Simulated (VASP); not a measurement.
Wanted: the native input for a VASP 6.6.1 run.

| Item | Value |
| --- | --- |
| Task | single point |
| Functional | PBE |
| Potentials or basis | VASP PAW PBE potentials, release 64 (Hg, Te) |
| Cutoff | 520 eV |
| k mesh | 7 × 7 × 7 |
| Occupations | fermi-dirac, width 0.05 eV |
| Spin | no spin polarisation |
| Dipole correction | no |
| Further INCAR settings | ALGO = Normal; EDIFF = 1e-06; NBANDS = 16 |

The structure of HgTe lies in POSCAR:

```
HgTe
1.0
    0.0000000000      3.1150838257      3.1150838257
    3.1150838257      0.0000000000      3.1150838257
    3.1150838257      3.1150838257      0.0000000000
Hg Te
1 1
Direct
    0.0000000000      0.0000000000      0.0000000000
    0.5000000000      0.5000000000      0.5000000000
```

This cell differs from its parent crystal: volume scaled by 0.94.

These files were run (other wordings do the same):

INCAR

```
SYSTEM = HgTe
PREC = Accurate
ENCUT = 520
EDIFF = 1E-6
ISMEAR = -1
SIGMA = 0.05
LREAL = .FALSE.
LASPH = .TRUE.
NELM = 100
ALGO = Normal
ISIF = 2
LWAVE = .FALSE.
LCHARG = .FALSE.
GGA = PE
NBANDS = 16
```

KPOINTS

```
regular mesh
0
G
  7 7 7
  0 0 0
```

Potentials or basis: VASP PAW PBE potentials, release 64 (Hg, Te).

Run with:

```console
$ cat potpaw_PBE.64/Hg/POTCAR potpaw_PBE.64/Te/POTCAR > POTCAR
$ mpirun -np 1 vasp_std > vasp.out
```

Results of the run:

```json
{"Pressure": "-1.8 GPa", "Band gap on the k mesh": "zero (band 9 reaches 3.92 eV, above the bottom of band 10 at 1.75 eV)"}
```

Caveat: spin-orbit coupling is left out, which moves the levels of the heavy elements.

It took 25 s on 1 thread of Intel(R) Xeon(R) Platinum 8488C (Sapphire Rapids), with other jobs on the host, peak memory 0.2 GiB.
